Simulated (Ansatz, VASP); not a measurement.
## Mn: VASP beside Ansatz

```xyz
2
Lattice="0.0000 2.4348 2.4348 2.4348 0.0000 2.4348 2.4348 2.4348 0.0000" Properties=species:S:1:pos:R:3 pbc="T T T"
Mn    0.0000    0.0000    0.0000
Mn    2.4348    2.4348    2.4348
```

Alike in both runs: task single point; functional PBE; k mesh 13 × 13 × 13; occupations fermi-dirac, width 0.05 eV; collinear spin.

```csv
,VASP,Ansatz
version,VASP 6.6.1,Ansatz 0.2.0
potentials or method,"VASP PAW PBE potentials, release 64 (Mn_pv), cutoff 520 eV","plane waves (420 eV) with PAW, scalar-relativistic"
valence electrons in the cell,26,30
```

|  | VASP | Ansatz | Ansatz less VASP |
| --- | --- | --- | --- |
| pressure (GPa) | -5.4 | -5.6 | -0.19 |
| net moment per atom (μB) | 0.00 | 0.00 | 0.000 |
| size of the moment on the site where the two differ most (μB) | 2.65 | 2.54 | -0.112 |

Site moments also hang on the region over which each program counts them. VASP's potentials hold 26 valence electrons a cell and Ansatz's 30, so a difference there can come from the potentials and not from the codes.
